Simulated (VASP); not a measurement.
# Mg32S33 (a cell with a defect) in VASP: single point with PBEsol

Aim: the single point of Mg32S33 (a cell with a defect) with PBEsol.

All numbers are computed with VASP 6.6.1; they aren't measurements. Logs are shortened: lines on timing, memory, paths and dates and some standing lists are left out, and cuts for length are marked.

**1. The cell of the first run**

The cell holds a defect, 65 atoms: a = 10.364 Å, b = 10.364 Å, c = 10.364 Å, α = 90.00°, β = 90.00°, γ = 90.00°.

**2. Single point, PBEsol**

INCAR reads:

```
SYSTEM = Mg32S33
PREC     = Accurate       ! precision mode
ENCUT    = 520            ! plane-wave cutoff, eV
EDIFF    = 1E-6           ! SCF threshold, eV
ISMEAR   = -1             ! smearing method
SIGMA    = 0.05           ! smearing width, eV
LREAL    = Auto         
LASPH    = .True.         ! aspherical terms in the spheres
NELM     = 120            ! most SCF steps
ALGO     = Normal         ! electronic algorithm
ISIF     = 2              ! what is computed and relaxed
LWAVE    = .False.        ! write WAVECAR
LCHARG   = .False.        ! write CHGCAR
GGA      = PS             ! functional
ISYM     = 0            
NBANDS   = 169            ! bands
GGA_COMPAT= .False.
```

KPOINTS reads:

```
Automatic mesh
0
Gamma
  1 1 1
  0.25 0.25 0.25
```

POSCAR reads:

```
Mg32S33
1.0
   10.3639610000      0.0000000000      0.0000000000
    0.0000000000     10.3639610000      0.0000000000
    0.0000000000      0.0000000000     10.3639610000
S Mg
33 32
Direct
    0.2519800000      0.9981260000      0.9980110000
    0.2520860000      0.9981320000      0.4980110000
    0.2521050000      0.4981000000      0.9981040000
    0.1945170000      0.5521360000      0.5533900000
    0.7520060000      0.9981430000      0.9980950000
    0.7519470000      0.9982140000      0.4980260000
    0.7520150000      0.4981910000      0.9979460000
    0.7520450000      0.4980720000      0.4980480000
    0.0029600000      0.2489430000      0.9977270000
    0.0048180000      0.2506050000      0.4977950000
    0.0008300000      0.7495080000      0.0018260000
    0.9916580000      0.7583790000      0.5009430000
    0.5030940000      0.2468750000      0.9941410000
    0.5123550000      0.2379030000      0.4951090000
    0.5009580000      0.7474020000      0.9982860000
    0.4991090000      0.7457650000      0.4981010000
    0.0028210000      0.9978820000      0.2487320000
    0.0008290000      0.0020780000      0.7494320000
    0.0046110000      0.4981730000      0.2502690000
    0.9919090000      0.5012180000      0.7580510000
    0.5031530000      0.9942840000      0.2466080000
    0.5011310000      0.9984910000      0.7473400000
    0.5122550000      0.4950960000      0.2380280000
    0.4993330000      0.4982900000      0.7456010000
    0.2537440000      0.2375910000      0.2375360000
    0.2519820000      0.2513050000      0.7446970000
    0.2518770000      0.7450380000      0.2512110000
    0.2501830000      0.7586720000      0.7584260000
    0.7557410000      0.2467010000      0.2465220000
    0.7520280000      0.2489970000      0.7470720000
    0.7519720000      0.7473060000      0.2489900000
    0.7481930000      0.7496320000      0.7495150000
    0.3097760000      0.4439620000      0.4426840000
    0.0014620000      0.9991510000      0.9990190000
    0.9976820000      0.0003650000      0.4993110000
    0.9976410000      0.4993810000      0.0000100000
    0.9810470000      0.4971330000      0.4963460000
    0.5025190000      0.9973050000      0.9970730000
    0.5063250000      0.9960050000      0.4968010000
    0.5064790000      0.4969860000      0.9960050000
    0.5230790000      0.4995680000      0.4995640000
    0.2531920000      0.2436390000      0.9953640000
    0.2522750000      0.2285620000      0.4969390000
    0.2507440000      0.7525820000      0.0005950000
    0.2513480000      0.7676730000      0.4989420000
    0.7528240000      0.2474530000      0.9968460000
    0.7542020000      0.2434960000      0.4965230000
    0.7510000000      0.7488680000      0.9992000000
    0.7497010000      0.7528320000      0.4995760000
    0.2530630000      0.9954820000      0.2436300000
    0.2508470000      0.0007440000      0.7524530000
    0.2518560000      0.4975070000      0.2280510000
    0.2521610000      0.4987730000      0.7682010000
    0.7529000000      0.9970240000      0.2475220000
    0.7510990000      0.9992690000      0.7486860000
    0.7540890000      0.4968450000      0.2433240000
    0.7500150000      0.4995290000      0.7526870000
    0.0055700000      0.2465490000      0.2464330000
    0.0008580000      0.2523430000      0.7489650000
    0.0008010000      0.7493350000      0.2520920000
    0.9997130000      0.7509570000      0.7506660000
    0.5042400000      0.2454080000      0.2454060000
    0.5030860000      0.2471000000      0.7437840000
    0.5030500000      0.7440920000      0.2469950000
    0.4982630000      0.7498420000      0.7495070000
```

Potentials or basis: VASP PAW PBE potentials, release 64 (S, Mg).

Run with:

```bash
> cat potpaw_PBE.64/S/POTCAR potpaw_PBE.64/Mg/POTCAR > POTCAR
> mpirun -np 1 vasp_std > vasp.out
```

OUTCAR:

```text
SYSTEM = Mg32S33
   PREC = Accurate
   ENCUT = 520
   EDIFF = 1E-6
   ISMEAR = -1
   LREAL = Auto
   LASPH = .True.
   NELM = 120
   ISIF = 2
   GGA = PS
   ISYM = 0

 ion  position               nearest neighbor table
   1  0.252  0.998  0.998-  42 2.54  44 2.54  51 2.55  50 2.55  34 2.60  38 2.60
   2  0.252  0.998  0.498-  43 2.39  45 2.39  39 2.64  50 2.64  35 2.64  51 2.64
   3  0.252  0.498  0.998-  53 2.38  52 2.38  40 2.64  36 2.64  42 2.64  44 2.64
   4  0.195  0.552  0.553-  33 2.00  37 2.36  53 2.37  45 2.38
   5  0.752  0.998  0.998-  48 2.58  46 2.58  55 2.58  54 2.59  34 2.59  38 2.59
   6  0.752  0.998  0.498-  47 2.54  49 2.54  39 2.55  35 2.55  54 2.60  55 2.60
   7  0.752  0.498  0.998-  57 2.54  56 2.54  40 2.54  36 2.55  48 2.60  46 2.60
   8  0.752  0.498  0.498-  41 2.37  37 2.37  47 2.64  57 2.64  56 2.64  49 2.64
   9  0.003  0.249  0.998-  58 2.58  59 2.58  34 2.59  46 2.59  42 2.59  36 2.60
  10  0.005  0.251  0.498-  37 2.57  43 2.57  35 2.59  47 2.60  59 2.60  58 2.61
[... 20 lines left out ...]
  31  0.752  0.747  0.249-  60 2.58  64 2.58  54 2.59  48 2.59  56 2.60  49 2.60
  32  0.748  0.750  0.750-  55 2.59  48 2.59  65 2.59  49 2.59  57 2.59  61 2.61
  33  0.310  0.444  0.443-   4 2.00  41 2.36  52 2.37  43 2.38
  34  0.001  0.999  0.999-   5 2.59  18 2.59  11 2.59  17 2.59   9 2.59   1 2.60  58 3.63  44 3.63
                            51 3.63  50 3.64  42 3.64  61 3.64  46 3.64  54 3.64
  35  0.998  0.000  0.499-  12 2.51   6 2.55  18 2.59  10 2.59  17 2.60   2 2.64  43 3.54  47 3.57
                            45 3.57  49 3.63  55 3.63  54 3.64  60 3.65
  36  0.998  0.499  0.000-  20 2.51   7 2.55  11 2.59  19 2.59   9 2.60   3 2.64  52 3.54  53 3.57
                            56 3.57  57 3.63  48 3.64  46 3.64  59 3.65
  37  0.981  0.497  0.496-   4 2.36   8 2.37  19 2.56  10 2.57  12 2.71  20 2.71  56 3.52  47 3.53
                            49 3.57  57 3.58  60 3.64  59 3.65
  38  0.503  0.997  0.997-   5 2.59  21 2.59  13 2.59  22 2.59  15 2.59   1 2.60  65 3.63  42 3.63
                            50 3.64  51 3.64  62 3.64  44 3.64  48 3.64  55 3.64
  39  0.506  0.996  0.497-  14 2.51   6 2.55  21 2.59  16 2.59  22 2.60   2 2.64  45 3.55  49 3.57
                            43 3.57  47 3.63  54 3.63  55 3.64  63 3.65  65 3.66
  40  0.506  0.497  0.996-  23 2.51   7 2.54  13 2.59  15 2.60  24 2.60   3 2.64  53 3.54  57 3.57
                            52 3.57  56 3.63  46 3.63  48 3.64  64 3.65
  41  0.523  0.500  0.500-  33 2.36   8 2.37  24 2.56  16 2.56  23 2.71  14 2.71  49 3.52  57 3.52
                            47 3.58  56 3.58  63 3.65  64 3.65
  42  0.253  0.244  0.995-  25 2.51   1 2.54  13 2.59   9 2.59  26 2.60   3 2.64  53 3.54  51 3.56
[... 33 lines left out ...]
  59  0.001  0.252  0.749-   9 2.58  30 2.58  20 2.58  18 2.59  26 2.60  10 2.60  46 3.63  57 3.65
                            36 3.65  37 3.65  53 3.65  42 3.66
  60  0.001  0.749  0.252-  17 2.58  31 2.58  12 2.58  11 2.59  27 2.60  19 2.60  54 3.63  37 3.64
                            45 3.65  35 3.65  50 3.65  49 3.65
  61  1.000  0.751  0.751-  12 2.59  20 2.59  28 2.60  18 2.60  11 2.60  32 2.61  34 3.64  55 3.64
                            48 3.64
  62  0.504  0.245  0.245-  23 2.59  14 2.59  25 2.60  21 2.60  13 2.60  29 2.61  38 3.64  54 3.64
                            46 3.64
  63  0.503  0.247  0.744-  22 2.58  30 2.58  14 2.58  13 2.59  26 2.60  24 2.60  55 3.63  41 3.65
                            39 3.65  43 3.65  47 3.65  51 3.66
  64  0.503  0.744  0.247-  15 2.58  31 2.58  23 2.58  21 2.59  16 2.60  27 2.60  48 3.63  41 3.65
                            40 3.65  56 3.65  52 3.65  44 3.66
  65  0.498  0.750  0.750-  28 2.57  22 2.58  15 2.58  32 2.59  16 2.61  24 2.61  38 3.63  53 3.65
                            45 3.65  51 3.65  44 3.65  39 3.66

IMPORTANT INFORMATION: All symmetrisations will be switched off!
NOSYMM: (Re-)initialisation of all symmetry stuff for point group C_1.

----------------------------------------------------------------------------------------

                                     Primitive cell

  volume of cell :    1113.2105

  direct lattice vectors                    reciprocal lattice vectors
    10.363961000  0.000000000  0.000000000     0.096488206  0.000000000  0.000000000
     0.000000000 10.363961000  0.000000000     0.000000000  0.096488206  0.000000000
     0.000000000  0.000000000 10.363961000     0.000000000  0.000000000  0.096488206

  length of vectors
    10.363961000 10.363961000 10.363961000     0.096488206  0.096488206  0.096488206

  position of ions in fractional coordinates (direct lattice)
     0.251980000  0.998126000  0.998011000
[... 166 lines left out ...]
   number of dos      NEDOS =    301   number of ions     NIONS =     65
   total plane-waves  NPLWV = 512000
   dimension x,y,z NGX =    80 NGY =   80 NGZ =   80
   dimension x,y,z NGXF=   160 NGYF=  160 NGZF=  160
   ions per type =              33  32
   NGX,Y,Z   is equivalent  to a cutoff of  12.83, 12.83, 12.83 a.u.
   NGXF,Y,Z  is equivalent  to a cutoff of  25.67, 25.67, 25.67 a.u.
 SYSTEM =  Mg32S33
   PREC   = accura    normal or accurate (medium, high low for compatibility)
   ISTART =      0    job   : 0-new  1-cont  2-samecut
   ICHARG =      2    charge: 1-file 2-atom 10-const
   ISPIN  =      1    spin polarized calculation?
   LNONCOLLINEAR =      F non collinear calculations
   LSORBIT =      F    spin-orbit coupling
   LASPH  =      T    aspherical Exc in radial PAW
   ENCUT  =  520.0 eV  38.22 Ry    6.18 a.u.  19.27 19.27 19.27*2*pi/ulx,y,z
   NELM   =    120;   NELMIN=  2; NELMDL= -5     # of ELM steps
   EDIFF  = 0.1E-05   stopping-criterion for ELM
   LREAL  =      T    real-space projection
   EDIFFG = 0.1E-04   stopping-criterion for IOM
   NSW    =      0    number of steps for IOM
   IBRION =     -1    ionic relax: 0-MD 1-quasi-New 2-CG
   NFREE  =      0    steps in history (QN), initial steepest desc. (CG)
   ISIF   =      2    stress and relaxation
   ISYM   =      0    0-nonsym 1-usesym 2-fastsym
   POTIM  = 0.5000    time-step for ionic-motion
   TEBEG  =    0.0;   TEEND  =   0.0 temperature during run
   PSTRESS=    0.0 pullay stress
   NELECT =     262.0000    total number of electrons
   NUPDOWN=      -1.0000    fix difference up-down
   EMIN   =  10.00;   EMAX   =-10.00  energy-range for DOS
   EFERMI =   0.00;   METHOD = LEGACY
   ISMEAR =    -1;   SIGMA  =   0.05  broadening in eV -4-tet -1-fermi 0-gaus
   EFERMI_NEDOS =   21; number of points for ismear=-14 and -15
   IALGO  =     38    algorithm
   IMIX   =      4    mixing-type and parameters
     AMIX     =   0.40;   BMIX     =  1.00
     AMIX_MAG =   1.60;   BMIX_MAG =  1.00
  volume/ion in A,a.u.               =      17.13       115.57
  Fermi-wavevector in a.u.,A,eV,Ry     =   1.010763  1.910066 13.900291  1.021643
  Thomas-Fermi vector in A             =   2.143772
   LORBIT       =      0    0 simple, 1 ext, 2 COOP (PROOUT), +10 PAW based schemes
   GGA     = PS    functional components
   LHFCALC =     F    Hartree Fock is set to
   AEXX    =    0.0000 exact exchange contribution
   IVDW    =     0    specifies the selected vdW correction
   LEPSILON=     F    determine dielectric tensor
   LRPA    =     F    only Hartree local field effects (RPA)
 non-spin polarized calculation
  energy-cutoff  :      520.00
  volume of cell :     1113.21
 maximum number of plane-waves:     30028
 NGX is ok and might be reduce to    80
   NGX = 39   NGY = 39   NGZ = 39

 number of electron     261.9999998 magnetization

 Free energy of the ion-electron system (eV)
  ---------------------------------------------------
  ext. energy  EPLUGINS =         0.00000000
  ---------------------------------------------------
  free energy    TOTEN  =      -292.33959331 eV

  energy without entropy =     -292.33959331  energy(sigma->0) =     -292.33959331

 E-fermi :   5.4807     XC(G=0):  -9.9549

 val. band max:        4.2943521903   @ k =  -0.2500   0.2500   0.2500
 cond. band min:       7.2114346804   @ k =  -0.2500   0.2500   0.2500
 fundamental gap:      2.9170824902
 Fermi energy:         5.4807411511

 k-point     1 :       0.2500    0.2500    0.2500
  band No.  band energies     occupation
      1     -10.7883      2.00000
      2      -8.6696      2.00000
      3      -8.3854      2.00000
      4      -8.3658      2.00000
      5      -8.2306      2.00000
      6      -8.0367      2.00000
[... 573 lines left out ...]
    142       8.5618      0.00000
    143       8.5699      0.00000
 [bands above 143 left out]

------------------------ aborting loop because EDIFF is reached ----------------------------------------

  FORCE on cell =-STRESS in cart. coord.  units (eV):
  Direction    XX          YY          ZZ          XY          YZ          ZX
  --------------------------------------------------------------------------------------
  -------------------------------------------------------------------------------------
  Total       15.3666293     14.5582535     14.8740568     -3.7898652      3.9740085     -3.6778190
  in kB       22.1162701     20.9528233     21.4073400     -5.4545262      5.7195527     -5.2932649
  external PRESSURE =      21.4921445 kB  Pullay stress =       0.0000000 kB

 VOLUME and BASIS-vectors are now :
 -----------------------------------------------------------------------------
  energy-cutoff  :      520.00
  volume of cell :     1113.21
      direct lattice vectors                 reciprocal lattice vectors
    10.363961000  0.000000000  0.000000000     0.096488206  0.000000000  0.000000000
     0.000000000 10.363961000  0.000000000     0.000000000  0.096488206  0.000000000
     0.000000000  0.000000000 10.363961000     0.000000000  0.000000000  0.096488206

 POSITION                                       TOTAL-FORCE (eV/Angst)
 -----------------------------------------------------------------------------------
      2.61151     10.34454     10.34335         0.000271      0.000170      0.000833
      2.61261     10.34460      5.16137        -0.004287     -0.002179      0.000743
      2.61281      5.16229     10.34431        -0.002864      0.001510     -0.000945
      2.01597      5.72232      5.73531         0.141333     -0.008791     -0.064825
      7.79376     10.34472     10.34422        -0.000702     -0.000029     -0.003140
      7.79315     10.34545      5.16152         0.006149     -0.006264      0.002108
[... 57 lines left out ...]
      5.21359      7.71174      2.55985        -0.001095     -0.010734     -0.004235
      5.16398      7.77133      7.76786         0.001033      0.000542      0.005220
 -----------------------------------------------------------------------------------
    total drift:                                0.011758     -0.020317     -0.015524

  FREE ENERGIE OF THE ION-ELECTRON SYSTEM (eV)
  ---------------------------------------------------
  free  energy   TOTEN  =      -292.3395933106 eV

  energy  without entropy=     -292.3395933106  energy(sigma->0) =     -292.33959331
```

Wall time 24 min (1 thread of Intel Xeon Platinum 8488C (Sapphire Rapids), shared host); peak memory 1.2 GiB.

Results:

```
Free energy            : -292.3396 eV
Pressure               : 2.1 GPa
Largest force          : 0.166 eV/Å
Band gap on the k mesh : 2.92 eV
```

Forces on the atoms (eV/Å):
```
S    0.000  0.000  0.001
S   -0.004 -0.002  0.001
S   -0.003  0.002 -0.001
S    0.141 -0.009 -0.065
S   -0.001  0.000 -0.003
S    0.006 -0.006  0.002
S    0.001 -0.002  0.003
S    0.003  0.004  0.000
S   -0.013  0.006 -0.003
S   -0.006 -0.003 -0.006
S   -0.005 -0.003 -0.003
S   -0.008  0.002 -0.020
S    0.006  0.002  0.002
S    0.006  0.001  0.016
S    0.015 -0.006  0.001
S    0.005  0.004  0.006
S   -0.007  0.001  0.008
S   -0.003 -0.005 -0.007
S   -0.001 -0.011 -0.002
S   -0.022 -0.018  0.019
S    0.002  0.004  0.006
S    0.010 -0.003 -0.006
S    0.017  0.022 -0.020
S    0.008  0.003  0.008
S    0.020  0.016  0.009
S    0.002 -0.009  0.008
S    0.003  0.003 -0.005
S   -0.020 -0.015 -0.008
S    0.001  0.003  0.000
S    0.001  0.009 -0.004
S   -0.003 -0.010  0.005
S    0.001 -0.002 -0.003
S   -0.151  0.014  0.067
Mg  -0.001  0.002  0.000
Mg  -0.004 -0.003 -0.002
Mg  -0.006  0.001 -0.007
Mg  -0.004  0.004  0.016
Mg  -0.002 -0.002  0.001
Mg   0.003  0.004  0.002
Mg   0.005  0.000  0.007
Mg   0.005 -0.011 -0.013
Mg  -0.003 -0.002 -0.002
Mg   0.012  0.008  0.001
Mg   0.001  0.003  0.002
Mg  -0.006 -0.007  0.003
Mg   0.005  0.006  0.002
Mg  -0.004 -0.005  0.005
Mg  -0.003 -0.002  0.000
Mg   0.004  0.004 -0.006
Mg   0.002 -0.001 -0.002
Mg   0.000  0.006 -0.002
Mg   0.004  0.008 -0.008
Mg  -0.006 -0.005 -0.002
Mg  -0.001  0.003 -0.001
Mg  -0.004  0.001  0.000
Mg  -0.007 -0.001 -0.006
Mg   0.003 -0.001  0.003
Mg   0.003  0.000 -0.003
Mg   0.002  0.007  0.006
Mg  -0.002  0.005  0.004
Mg   0.002 -0.007 -0.002
Mg  -0.003  0.006  0.002
Mg   0.000 -0.004 -0.003
Mg  -0.001 -0.011 -0.004
Mg   0.001  0.001  0.005
```

Stress tensor (GPa, compression positive):
```
 2.21 -0.55 -0.53
-0.55  2.10  0.57
-0.53  0.57  2.14
```

Caveat: the PAW data sets were made with another functional, which shifts forces and pressure a little.
